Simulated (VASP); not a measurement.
Crystal: Na.

```
Na
1.0
    -1.79387    1.79387    1.79387
     1.79387   -1.79387    1.79387
     1.79387    1.79387   -1.79387
Na
1
Direct
  0.00000 0.00000 0.00000
```

* Program: VASP 6.6.1
* Task: relaxation of cell and atoms
* Functional: r2SCAN
* Potentials or basis: VASP PAW PBE potentials, release 64 (Na_pv)
* Cutoff: 600 eV
* k mesh: 8 × 8 × 8
* Occupations: gaussian, width 0.1 eV
* Spin: no spin polarisation

At the start: pressure 9.2 GPa; volume 23.09 Å³/atom.

Where does the relaxation end?

Over 5 steps the energy falls by 278.9 meV/atom and the volume is 38.04 Å³/atom (+64.7 %); space group Im-3m (No. 229, to 0.05 Å).

The path:
| step | energy change (eV) | largest force (eV/Å) | pressure (GPa) | volume (Å³) |
| --- | --- | --- | --- | --- |
| 1 | 0.0000 | 0.0000 | 9.21 | 23.09 |
| 2 | -0.1852 | 0.0000 | 4.06 | 27.82 |
| 3 | -0.2709 | 0.0000 | 0.87 | 33.90 |
| 4 | -0.2782 | 0.0000 | 0.32 | 36.25 |
| 5 | -0.2789 | 0.0000 | -0.10 | 38.04 |

Final structure:
```xyz
1
Lattice="-2.1186 2.1186 2.1186 2.1186 -2.1186 2.1186 2.1186 2.1186 -2.1186" Properties=species:S:1:pos:R:3 pbc="T T T"
Na    0.0000    0.0000    0.0000
```

Caveat: the volume moved by over 15 % at a fixed basis, so the end points are rough; the PAW data sets were made with another functional, which shifts forces and pressure a little.
